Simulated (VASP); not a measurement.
Write the native input for VASP 6.6.1 that does the following.

```yaml
Task: single point
Functional: PBE
Potentials_or_basis: VASP PAW PBE potentials, release 64 (Ag)
Cutoff: 520 eV
k_mesh: 9 × 9 × 15
Occupations: gaussian, width 0.1 eV
Spin: no spin polarisation
Dipole_correction: no
Further_INCAR_settings: ALGO = Fast; EDIFF = 1e-06; NBANDS = 18; ISYM = 0
```

The structure of Ag lies in POSCAR:

```
Ag
1.0
    3.8679403874      0.0000000000      0.0000000000
    0.0000000000      3.8679403874      0.0000000000
   -1.9339701937      0.0000000000      2.2548826117
Ag
2
Direct
    0.0000000000      0.0000000000      0.0000000000
    0.5000000000      0.5000000000      0.0000000000
```

These files were run (other wordings do the same):

INCAR

```
SYSTEM = Ag
ALGO = Fast
EDIFF = 1E-6
ENCUT = 520
GGA = PE
ISIF = 2
ISMEAR = 0
ISYM = 0
LASPH = .TRUE.
LCHARG = .FALSE.
LREAL = .FALSE.
LWAVE = .FALSE.
NBANDS = 18
NELM = 80
PREC = Accurate
SIGMA = 0.1
```

KPOINTS

```
k-points
0
G
  9 9 15
  0 0 0
```

Potentials or basis: VASP PAW PBE potentials, release 64 (Ag).

The run is started by

```console
$ cat potpaw_PBE.64/Ag/POTCAR > POTCAR
$ mpirun -np 1 vasp_std > vasp.out
```

Results of the run:

The pressure is 7.1 GPa and the band gap on the k mesh is zero (bands 11 and 12 overlap by 7.08 eV).

Caveat: the stress differs along the axes, from 1 to 10 GPa.

Wall time 11 min on 1 thread of Intel Xeon 8259CL (shared host), peak memory 0.37 GiB.
